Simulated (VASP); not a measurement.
Wanted: the native input for a VASP 6.6.1 run.

| Property | Result |
| --- | --- |
| Task | relaxation of cell and atoms |
| Functional | PBE |
| Potentials or basis | VASP PAW PBE potentials, release 64 (Sc_sv, B, Sb) |
| Cutoff | 600 eV |
| k mesh | 6 × 6 × 4 |
| Occupations | gaussian, width 0.1 eV |
| Spin | no spin polarisation |
| Dipole correction | no |
| Further INCAR settings | ALGO = Normal; EDIFF = 1e-07; IBRION = 2; EDIFFG = -0.04; NSW = 90; ISIF = 3 |

The structure of Sc2B2Sb lies in POSCAR:

```
Sc2B2Sb
1.0
    4.1159717700      0.0000000000      0.0000000000
   -2.0579858900      3.5645361200      0.0000000000
    0.0000000000      0.0000000000      6.0244223500
Sc B Sb
2 2 1
Direct
    0.3333333300      0.6666666700      0.5000000000
    0.6666666700      0.3333333300      0.5000000000
    0.0000000000      0.0000000000      0.6600400000
    0.0000000000      0.0000000000      0.3399600000
    0.0000000000      0.0000000000      0.0000000000
```

The cell was generated, and may not be a known phase.

One way to write it, as run:

INCAR

```
ALGO = Normal
EDIFF = 1E-7
EDIFFG = -0.04
ENCUT = 600
GGA = PE
IBRION = 2
ISIF = 3
ISMEAR = 0
LASPH = True
LCHARG = False
LREAL = False
LWAVE = False
NELM = 80
NSW = 90
PREC = Accurate
SIGMA = 0.1
```

KPOINTS

```
k-points
0
Gamma
  6 6 4
```

Potentials or basis: VASP PAW PBE potentials, release 64 (Sc_sv, B, Sb).

The run is started by

```sh
$ cat potpaw_PBE.64/Sc_sv/POTCAR potpaw_PBE.64/B/POTCAR potpaw_PBE.64/Sb/POTCAR > POTCAR
$ mpirun -np 1 vasp_std > vasp.out
```

It gave:

```
Relaxed volume                        : 20.18 Å³/atom
Relaxed cell                          : a = 4.361 Å, b = 4.361 Å, c = 6.126 Å, α = 90.00°, β = 90.00°, γ = 120.00°
Space group after relaxing (to 0.1 Å) : P6/mmm (No. 191)
Energy gained by relaxing             : 213.0 meV/atom
Ionic steps                           : 7
Pressure after relaxing               : -0.1 GPa
Largest force after relaxing          : 0.024 eV/Å
Band gap on the k mesh                : zero (an odd number of electrons rules out a gap without spin polarisation)
```

Caveat: spin-orbit coupling is left out, which moves the levels of the heavy elements; an odd number of electrons without spin polarisation forces a metal; a magnetic or distorted state may lie lower.

Wall time 6.7 min on 1 thread of Oxide Virtual Turin-like Processor, with other jobs on the host, peak memory 0.24 GiB.
